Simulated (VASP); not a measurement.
# GaAs (F-43m) in VASP: settings compared

GaAs is run at these levels: PBE, r2SCAN+rVV10; tasks: single point.

Program: VASP 6.6.1. These are calculated values, not measurements. Logs are shortened: lines on timing, memory, paths and dates and some standing lists are left out, and cuts for length are marked.

**Measured values to compare with.**

“Evidence of valence band perturbations in GaAsN/GaAs(001): A combined variable-angle spectroscopic ellipsometry and modulated photoreflectance investigation”, 2008, arxiv:0805.2212 reports, for a bulk crystal of GaAs at 300 K: band gap 1.412 ± 0.01 eV (direct).

The results are compared with them further down.

## (1) The cell of the first run

Symmetry: F-43m, No. 216, cubic system. Conventional cell: a = 5.616 Å, b = 5.616 Å, c = 5.616 Å, α = 90.00°, β = 90.00°, γ = 90.00°. As (site symmetry -43m) has 4 Ga at 2.43 Å within 3.2 Å. Ga (site symmetry -43m) has 4 As at 2.43 Å within 3.2 Å.

## (2) Single point, PBE

INCAR reads:

```
SYSTEM = GaAs
  ALGO = Normal
  EDIFF = 1E-6
  ENCUT = 520
  GGA = PE
  ISIF = 2
  ISMEAR = -1
  LASPH = .TRUE.
  LCHARG = .FALSE.
  LREAL = .FALSE.
  LWAVE = .FALSE.
  NBANDS = 16
  NELM = 60
  PREC = Accurate
  SIGMA = 0.05
```

KPOINTS reads:

```
k-points
0
G
  8 8 8
  0 0 0
```

POSCAR reads:

```
GaAs
1.0
    0.0000000000      2.8078772807      2.8078772807
    2.8078772807      0.0000000000      2.8078772807
    2.8078772807      2.8078772807      0.0000000000
As Ga
1 1
Direct
    0.7500000000      0.7500000000      0.7500000000
    0.0000000000      0.0000000000      0.0000000000
```

Potentials or basis: VASP PAW PBE potentials, release 64 (As, Ga_d).

Run with:

```bash
$ cat potpaw_PBE.64/As/POTCAR potpaw_PBE.64/Ga_d/POTCAR > POTCAR
$ mpirun -np 1 vasp_std > vasp.out
```

OUTCAR:

```text
SYSTEM = GaAs
   EDIFF = 1E-6
   ENCUT = 520
   GGA = PE
   ISIF = 2
   ISMEAR = -1
   LASPH = .TRUE.
   LREAL = .FALSE.
   NELM = 60
   PREC = Accurate

 ion  position               nearest neighbor table
   1  0.750  0.750  0.750-   2 2.43   2 2.43   2 2.43   2 2.43
   2  0.000  0.000  0.000-   1 2.43   1 2.43   1 2.43   1 2.43

  LATTYP: Found a face centered cubic cell.
 ALAT       =     5.6157545614

  Lattice vectors:

 A1 = (   0.0000000000,   2.8078772807,   2.8078772807)
 A2 = (   2.8078772807,   0.0000000000,   2.8078772807)
 A3 = (   2.8078772807,   2.8078772807,   0.0000000000)

Analysis of symmetry for initial positions (statically):
=====================================================================
 Subroutine PRICEL returns:
 Original cell was already a primitive cell.

 Routine SETGRP: Setting up the symmetry group for a
 face centered cubic supercell.

 Subroutine GETGRP returns: Found 24 space group operations
 (whereof 24 operations were pure point group operations)
 out of a pool of 48 trial point group operations.

The static configuration has the point symmetry T_d .

Analysis of symmetry for dynamics (positions and initial velocities):
=====================================================================
 Subroutine PRICEL returns:
 Original cell was already a primitive cell.

 Routine SETGRP: Setting up the symmetry group for a
 face centered cubic supercell.

 Subroutine GETGRP returns: Found 24 space group operations
 (whereof 24 operations were pure point group operations)
 out of a pool of 48 trial point group operations.

The dynamic configuration has the point symmetry T_d .

 Subroutine INISYM returns: Found 24 space group operations
 (whereof 24 operations are pure point group operations),
 and found     1 'primitive' translations

----------------------------------------------------------------------------------------

                                     Primitive cell

  volume of cell :      44.2756

  direct lattice vectors                    reciprocal lattice vectors
     0.000000000  2.807877281  2.807877281    -0.178070460  0.178070460  0.178070460
     2.807877281  0.000000000  2.807877281     0.178070460 -0.178070460  0.178070460
     2.807877281  2.807877281  0.000000000     0.178070460  0.178070460 -0.178070460

  length of vectors
     3.970938132  3.970938132  3.970938132     0.308427085  0.308427085  0.308427085

  position of ions in fractional coordinates (direct lattice)
     0.750000000  0.750000000  0.750000000
     0.000000000  0.000000000  0.000000000

  ion indices of the primitive-cell ions
   primitive index   ion index
                 1           1
                 2           2

----------------------------------------------------------------------------------------

 KPOINTS: k-points

Automatic generation of k-mesh.
 Grid dimensions read from file:
 generate k-points for:    8    8    8

 Generating k-lattice:

  Cartesian coordinates                     Fractional coordinates (reciprocal lattice)
    -0.022258808  0.022258808  0.022258808     0.125000000  0.000000000  0.000000000
     0.022258808 -0.022258808  0.022258808     0.000000000  0.125000000  0.000000000
     0.022258808  0.022258808 -0.022258808     0.000000000  0.000000000  0.125000000

  Length of vectors
     0.038553386  0.038553386  0.038553386

  Shift w.r.t. Gamma in fractional coordinates (k-lattice)
     0.000000000  0.000000000  0.000000000

 Subroutine IBZKPT returns following result:
 ===========================================

 Found     29 irreducible k-points:

 Following reciprocal coordinates:
            Coordinates               Weight
  0.000000  0.000000  0.000000      1.000000
  0.125000  0.000000  0.000000      8.000000
  0.250000  0.000000  0.000000      8.000000
  0.375000  0.000000  0.000000      8.000000
  0.500000  0.000000  0.000000      4.000000
  0.125000  0.125000  0.000000      6.000000
[... 16 lines left out ...]
  0.500000  0.250000  0.125000     48.000000
 -0.375000  0.250000  0.125000     24.000000
 [... further k-points ...]
   k-points           NKPTS =     29   k-points in BZ     NKDIM =     29   number of bands    NBANDS=     16
   number of dos      NEDOS =    301   number of ions     NIONS =      2
   total plane-waves  NPLWV =  27000
   dimension x,y,z NGX =    30 NGY =   30 NGZ =   30
   dimension x,y,z NGXF=    60 NGYF=   60 NGZF=   60
   ions per type =               1   1
   NGX,Y,Z   is equivalent  to a cutoff of  12.56, 12.56, 12.56 a.u.
   NGXF,Y,Z  is equivalent  to a cutoff of  25.12, 25.12, 25.12 a.u.
 SYSTEM =  GaAs
   PREC   = accura    normal or accurate (medium, high low for compatibility)
   ISTART =      0    job   : 0-new  1-cont  2-samecut
   ICHARG =      2    charge: 1-file 2-atom 10-const
   ISPIN  =      1    spin polarized calculation?
   LNONCOLLINEAR =      F non collinear calculations
   LSORBIT =      F    spin-orbit coupling
[... 113 lines left out ...]
      6      -6.9193      2.00000
[... 8 lines left out ...]
     15      16.0927      0.00000
     16      16.0927      0.00000

 k-point     6 :       0.1250    0.1250    0.0000
  band No.  band energies     occupation
      1     -10.7450      2.00000
      2     -10.7145      2.00000
      3     -10.7145      2.00000
      4     -10.6408      2.00000
      5     -10.6356      2.00000
      6      -8.4973      2.00000
[... 8 lines left out ...]
     15      13.0936      0.00000
     16      14.5514      0.00000

 k-point     7 :       0.2500    0.1250    0.0000
  band No.  band energies     occupation
      1     -10.7704      2.00000
      2     -10.7075      2.00000
      3     -10.7059      2.00000
      4     -10.6433      2.00000
      5     -10.6338      2.00000
      6      -8.0826      2.00000
[... 8 lines left out ...]
     15      14.2982      0.00000
     16      14.3673      0.00000

 k-point     8 :       0.3750    0.1250    0.0000
  band No.  band energies     occupation
      1     -10.7963      2.00000
      2     -10.7018      2.00000
      3     -10.6986      2.00000
      4     -10.6424      2.00000
      5     -10.6323      2.00000
      6      -7.4184      2.00000
[... 8 lines left out ...]
     15      14.3790      0.00000
     16      15.1959      0.00000

 k-point     9 :       0.5000    0.1250    0.0000
  band No.  band energies     occupation
      1     -10.8104      2.00000
      2     -10.6990      2.00000
      3     -10.6960      2.00000
      4     -10.6384      2.00000
      5     -10.6327      2.00000
      6      -6.8440      2.00000
[... 8 lines left out ...]
     15      15.5978      0.00000
     16      16.0884      0.00000
[... 172 lines left out ...]
 k-point    19 :       0.5000    0.3750    0.0000
  band No.  band energies     occupation
      1     -10.8345      2.00000
      2     -10.6766      2.00000
      3     -10.6732      2.00000
      4     -10.6600      2.00000
      5     -10.6262      2.00000
      6      -6.3192      2.00000
[... 8 lines left out ...]
     15      16.6838      0.00000
     16      17.1901      0.00000

 k-point    20 :      -0.3750    0.3750    0.0000
  band No.  band energies     occupation
      1     -10.8292      2.00000
      2     -10.6841      2.00000
      3     -10.6765      2.00000
      4     -10.6527      2.00000
      5     -10.6306      2.00000
      6      -6.1890      2.00000
[... 8 lines left out ...]
     15      14.7187      0.00000
     16      18.5826      0.00000

 k-point    21 :       0.5000    0.5000    0.0000
  band No.  band energies     occupation
      1     -10.8411      2.00000
      2     -10.6692      2.00000
      3     -10.6692      2.00000
      4     -10.6655      2.00000
      5     -10.6240      2.00000
      6      -6.1525      2.00000
[... 8 lines left out ...]
     15      17.5790      0.00000
     16      17.5801      0.00000

 k-point    22 :       0.3750    0.2500    0.1250
  band No.  band energies     occupation
      1     -10.7927      2.00000
      2     -10.6999      2.00000
      3     -10.6970      2.00000
      4     -10.6463      2.00000
      5     -10.6321      2.00000
      6      -7.5911      2.00000
[... 8 lines left out ...]
     15      15.1345      0.00000
     16      15.6572      0.00000

 k-point    23 :       0.5000    0.2500    0.1250
  band No.  band energies     occupation
      1     -10.8102      2.00000
      2     -10.6961      2.00000
      3     -10.6899      2.00000
      4     -10.6449      2.00000
      5     -10.6325      2.00000
      6      -6.9354      2.00000
[... 8 lines left out ...]
     15      15.0528      0.00000
     16      16.4913      0.00000

 k-point    24 :      -0.3750    0.2500    0.1250
  band No.  band energies     occupation
      1     -10.8168      2.00000
      2     -10.6953      2.00000
      3     -10.6872      2.00000
      4     -10.6423      2.00000
      5     -10.6339      2.00000
      6      -6.5654      2.00000
[... 8 lines left out ...]
     15      15.8070      0.00000
     16      16.3805      0.00000

 [... further k-points ...]

------------------------ aborting loop because EDIFF is reached ----------------------------------------

  FORCE on cell =-STRESS in cart. coord.  units (eV):
  Direction    XX          YY          ZZ          XY          YZ          ZX
  --------------------------------------------------------------------------------------
  -------------------------------------------------------------------------------------
  Total        1.4000513      1.4000513      1.4000513      0.0000000      0.0000000      0.0000000
  in kB       50.6629135     50.6629135     50.6629135      0.0000000      0.0000000      0.0000000
  external PRESSURE =      50.6629135 kB  Pullay stress =       0.0000000 kB

 VOLUME and BASIS-vectors are now :
 -----------------------------------------------------------------------------
  energy-cutoff  :      520.00
  volume of cell :       44.28
      direct lattice vectors                 reciprocal lattice vectors
     0.000000000  2.807877281  2.807877281    -0.178070460  0.178070460  0.178070460
     2.807877281  0.000000000  2.807877281     0.178070460 -0.178070460  0.178070460
     2.807877281  2.807877281  0.000000000     0.178070460  0.178070460 -0.178070460

 POSITION                                       TOTAL-FORCE (eV/Angst)
 -----------------------------------------------------------------------------------
      4.21182      4.21182      4.21182         0.000000      0.000000      0.000000
      0.00000      0.00000      0.00000        -0.000000     -0.000000     -0.000000
 -----------------------------------------------------------------------------------
    total drift:                               -0.000001     -0.000001     -0.000001

  FREE ENERGIE OF THE ION-ELECTRON SYSTEM (eV)
  ---------------------------------------------------
  free  energy   TOTEN  =        -8.2230894835 eV

  energy  without entropy=       -8.2230829925  energy(sigma->0) =       -8.22308624
```

Wall time 19 s (1 thread of Intel Xeon Platinum 8488C (Sapphire Rapids), shared host); peak memory 0.17 GiB.

Results:

```
Free energy            : -8.2231 eV
Pressure               : 5.1 GPa
Band gap on the k mesh : 0.67 eV, direct
```

A k mesh can miss the band edges. A hybrid or GW would open this gap; PBE tends to underestimate it.

## (3) Single point, PBE

This run uses another cell than the first one, of 23.04 Å³/atom, 1.041 times its volume.

INCAR reads:

```
PREC = Accurate
ENCUT = 520
EDIFF = 1E-7
ISMEAR = -1
SIGMA = 0.05
LREAL = F
LASPH = T
NELM = 60
ALGO = Normal
ISIF = 2
LWAVE = F
LCHARG = F
GGA = PE
NBANDS = 16
```

KPOINTS reads:

```
regular mesh
0
Gamma
  8 8 8
```

POSCAR reads:

```
GaAs
1.0
    0.0000000000      2.8455714065      2.8455714065
    2.8455714065      0.0000000000      2.8455714065
    2.8455714065      2.8455714065      0.0000000000
As Ga
1 1
Direct
    0.7500000000      0.7500000000      0.7500000000
    0.0000000000      0.0000000000      0.0000000000
```

Potentials or basis: VASP PAW PBE potentials, release 64 (As, Ga_d).

Run with:

```bash
$ cat potpaw_PBE.64/As/POTCAR potpaw_PBE.64/Ga_d/POTCAR > POTCAR
$ mpirun -np 1 vasp_std > vasp.out
```

It took 28 s on 1 thread of Intel Xeon Platinum 8488C (Sapphire Rapids), shared host; peak memory 0.17 GiB.

It converged, with:

```yaml
Free_energy: -8.2625 eV
Pressure: 2.0 GPa
Band_gap_on_the_k_mesh: 0.37 eV, direct
```

Levels at points of the mesh, in eV from the valence-band top:
```
           k point  band 5  band 6  band 7  band 8  band 9  band 10  band 11  band 12  band 13  band 14
(0.00, 0.00, 0.00)  -14.70  -12.59    0.00    0.00    0.00     0.37     3.72     3.72     3.72     7.53
(0.50, 0.00, 0.00)  -14.70  -10.88   -6.53   -1.11   -1.11     0.94     4.63     4.63     7.73    10.25
(0.50, 0.50, 0.00)  -14.69  -10.17   -6.73   -2.61   -2.61     1.50     1.66    10.01    10.01    10.80
```

## (4) Single point, r2SCAN+rVV10 (volume scaled by 1.04)

POSCAR reads:

```
GaAs
1.0
    0.0000000000      2.8640496607      2.8640496607
    2.8640496607      0.0000000000      2.8640496607
    2.8640496607      2.8640496607      0.0000000000
As Ga
1 1
Direct
    0.7500000000      0.7500000000      0.7500000000
    0.0000000000      0.0000000000      0.0000000000
```

INCAR.step1 reads:

```
PREC = Accurate
ENCUT = 520
ISMEAR = 0
SIGMA = 0.01
LREAL = F
LASPH = T
NELM = 60
NBANDS = 16
GGA = PE
ALGO = Normal
EDIFF = 1E-4
LWAVE = T
LCHARG = F
```

INCAR.step2 reads:

```
PREC = Accurate
ENCUT = 520
EDIFF = 1E-7
ISMEAR = 0
SIGMA = 0.01
LREAL = F
LASPH = T
NELM = 60
ALGO = Normal
ISIF = 2
LWAVE = F
LCHARG = F
METAGGA = R2SCAN
LMIXTAU = T
LUSE_VDW = T
IVDW_NL = 2
BPARAM = 11.95
CPARAM = 0.0093
NBANDS = 16
ISTART = 1
```

KPOINTS reads:

```
Automatic mesh
0
Gamma
  8 8 8
```

Run with:

```bash
$ cat potpaw_PBE.64/As/POTCAR potpaw_PBE.64/Ga_d/POTCAR > POTCAR
$ cp INCAR.step1 INCAR
$ mpirun -np 1 vasp_std > vasp.out
$ cp INCAR.step2 INCAR
$ mpirun -np 1 vasp_std > vasp.out
```

Wall time 72 s (1 thread of Intel Xeon 6975P-C (Granite Rapids), shared host); peak memory 0.29 GiB.

It converged, with:

| Item | Value |
| --- | --- |
| Free energy | -26.4844 eV |
| Pressure | -2.8 GPa |
| Band gap on the k mesh | 0.67 eV, direct |

Levels at points of the mesh, in eV from the valence-band top:
```csv
k point,band 6,band 7,band 8,band 9,band 10,band 11,band 12,band 13
"(0.00, 0.00, 0.00)",-12.94,0.00,0.00,0.00,0.67,4.01,4.01,4.01
"(0.50, 0.00, 0.00)",-11.20,-6.62,-1.13,-1.13,1.22,4.95,4.95,8.14
"(0.50, 0.50, 0.00)",-10.47,-6.82,-2.65,-2.65,1.76,1.92,10.53,10.53
```

Caveat: the cell differs from its parent crystal (volume scaled by 1.04); the PAW data sets were made with another functional, which shifts forces and pressure a little.

## (5) Single point, PBE

This run uses another cell than the first one, of 22.59 Å³/atom, 1.020 times its volume.

INCAR reads:

```
SYSTEM = GaAs
ALGO = Normal ; EDIFF = 1E-7
ENCUT = 520 ; GGA = PE
ISIF = 2 ; ISMEAR = -1
LASPH = .TRUE. ; LCHARG = .TRUE.
LELF = .TRUE. ; LREAL = .FALSE.
LVHAR = .TRUE. ; LWAVE = .FALSE.
NBANDS = 16 ; NELM = 80
PREC = Accurate ; SIGMA = 0.03
```

KPOINTS reads:

```
k-points
0
G
  5 5 5
  0 0 0
```

POSCAR reads:

```
GaAs
1.0
    0.0000000000      2.8268500000      2.8268500000
    2.8268500000      0.0000000000      2.8268500000
    2.8268500000      2.8268500000      0.0000000000
As Ga
1 1
Direct
    0.7500000000      0.7500000000      0.7500000000
    0.0000000000      0.0000000000      0.0000000000
```

Run with:

```bash
$ cat potpaw_PBE.64/As/POTCAR potpaw_PBE.64/Ga_d/POTCAR > POTCAR
$ mpirun -np 1 vasp_std > vasp.out
```

Run time: 7.3 s. Hardware: 1 thread of Intel Xeon Platinum 8488C (Sapphire Rapids), shared host; peak memory 0.16 GiB.

It converged, with:

| Quantity | Value |
| --- | --- |
| Free energy | -8.1887 eV |
| Pressure | 3.5 GPa |
| Band gap on the k mesh | 0.52 eV, direct |

Levels at points of the mesh, in eV from the valence-band top:
```tsv
k point	band 7	band 8	band 9	band 10	band 11	band 12
(0.00, 0.00, 0.00)	0.00	0.00	0.00	0.52	3.71	3.71
```

As with any semilocal functional, this PBE gap is likely too small.

## (6) Overview

```csv
level,cell,k mesh,smearing,gap on the mesh (eV),pressure (GPa)
PBE,"a = 3.971 Å, angles 60.0°, 2 atoms",8 × 8 × 8,fermi-dirac 0.05 eV,0.67,5.1
PBE,"a = 4.024 Å, angles 60.0°, 2 atoms",8 × 8 × 8,fermi-dirac 0.05 eV,0.37,2.0
r2SCAN+rVV10,"a = 4.050 Å, angles 60.0°, 2 atoms",8 × 8 × 8,gaussian 0.01 eV,0.67,-2.8
PBE,"a = 3.998 Å, angles 60.0°, 2 atoms",5 × 5 × 5,fermi-dirac 0.03 eV,0.52,3.5
```

Alike in all rows: task single point; potentials or basis VASP PAW PBE potentials, release 64 (As, Ga_d); no spin polarisation; cutoff (eV) 520.

Caveats: the PAW data sets were made with another functional, which shifts forces and pressure a little (some runs).

Absolute energies hang on the potentials; compare differences alone.

## (7) Comparison with measurements

Step 3. Against the measured gap of GaAs, 1.412 eV (direct; 300 K; “Evidence of valence band perturbations in GaAsN/GaAs(001): A combined variable-angle spectroscopic ellipsometry and modulated photoreflectance investigation”, 2008, arxiv:0805.2212), the calculated 0.37 eV is off by -1.04 eV. So large a miss can be the level of theory's own, or it may mean another phase, state or a wrong row. 3 values of this kind are on record (1.412 to 1.51 eV); this one was drawn at random among those near their median, those with a stated uncertainty first. Spin-orbit coupling on As, Ga is left out. The value is that of PBE, without temperature or zero-point motion. Semilocal functionals fall short of measured gaps as a rule.
